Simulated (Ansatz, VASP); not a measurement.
One calculation of As, two programs

```
CELL_PARAMETERS angstrom
4.56640 0.00000 0.00000
-2.28320 3.95462 0.00000
0.00000 0.00000 2.86208
ATOMIC_POSITIONS crystal
As 0.33333 0.66667 0.00000
As 0.66667 0.33333 0.00000
```

Alike in both runs: functional PBE; k mesh 6 × 6 × 8; occupations fermi-dirac, width 0.05 eV; no spin polarisation.

```csv
,VASP,Ansatz
version,VASP 6.6.1,Ansatz 0.2.0
potentials or method,"VASP PAW PBE potentials, release 64 (As)",Ansatz PAW
plane-wave cutoff (eV),520,420
valence electrons in the cell,10,30
task,single point,band structure
```

Ansatz gave:

| Item | Value |
| --- | --- |
| gap on the k mesh at the Fermi level (eV) | none |
| pressure (GPa) | -0.6 |
| traceless stress, the component that is largest in VASP (GPa) | -3.42 |

Problem. What did VASP give for the same quantities?

Solution. gap on the k mesh at the Fermi level (eV): none; pressure (GPa): -0.5; traceless stress, the component that is largest in VASP (GPa): -3.49.

A gap of «none» marks a metal or a gap that the smearing closes. The functional is the same, so the differences come from potentials, cutoffs and numerics. VASP's potentials hold 10 valence electrons a cell and Ansatz's 30, so a difference there can come from the potentials and not from the codes.
